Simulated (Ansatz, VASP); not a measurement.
# One calculation of KCl, two programs

INCAR

```
PREC     = Accurate       # precision mode
ENCUT    = 520            # plane-wave cutoff, eV
EDIFF    = 1E-6           # SCF threshold, eV
ISMEAR   = 0              # smearing method
SIGMA    = 0.05           # smearing width, eV
LREAL    = False          # projectors in reciprocal space
LASPH    = True           # aspherical terms in the spheres
NELM     = 60             # most SCF steps
ALGO     = Normal         # electronic algorithm
ISIF     = 2              # what is computed and relaxed
LWAVE    = False          # write WAVECAR
LCHARG   = True           # write CHGCAR
GGA      = PS             # functional
LELF     = True           # ELF
LVHAR    = True         
NBANDS   = 15             # bands
```

Contents of KPOINTS:

```
regular mesh
0
Gamma
  6 6 6
```

Contents of POSCAR:

```
KCl
1.0
    3.8391960000      0.0000000000      0.0000000000
    0.0000000000      3.8391960000      0.0000000000
    0.0000000000      0.0000000000      3.8391960000
K Cl
1 1
Direct
    0.0000000000      0.0000000000      0.0000000000
    0.4631638092      0.4631638092      0.4739528797
```

Input for Ansatz:

```yaml
crystal:
  lattice:
    - [3.839196, 0.0, 0.0]
    - [0.0, 3.839196, 0.0]
    - [0.0, 0.0, 3.839196]
  atoms:
    - { symbol: K, position: [0.0, 0.0, 0.0] }
    - { symbol: Cl, position: [0.4631638092, 0.4631638092, 0.4739528797] }
basis:
  ecutwfc: 420
kpoints:
  mp_grid: { grid: [6, 6, 6] }
hamiltonian:
  xc: pbesol
scf:
  occupations: { method: gaussian, width: 0.05 }
output:
  forces: true
  stress: true
  eigenvalues: true
```

Alike in both runs: task single point; functional PBEsol; k mesh 6 × 6 × 6; occupations gaussian, width 0.05 eV; no spin polarisation.

|  | VASP | Ansatz |
| --- | --- | --- |
| version | VASP 6.6.1 | Ansatz 0.2.0 |
| potentials or method | VASP PAW PBE potentials, release 64 (K_sv, Cl), cutoff 520 eV | scalar-relativistic, plane waves, PAW |
| valence electrons in the cell | 16 | 16 |

```csv
,VASP,Ansatz,Ansatz less VASP
gap on the k mesh at the Fermi level (eV),4.64,4.65,+0.003
least direct gap on the mesh (eV),4.84,4.84,+0.003
pressure (GPa),-1.1,-1.1,-0.02
"traceless stress, the component that is largest in VASP (GPa)",0.23,0.23,-0.005
rms of the force components (eV/Å),0.078,0.075,-0.0026
```

VASP's potentials were made for PBE, not for PBEsol. Atom by atom the forces differ by 0.003 eV/Å (rms over components). With one functional, cell and mesh, what is left measures potentials, basis and numerics.
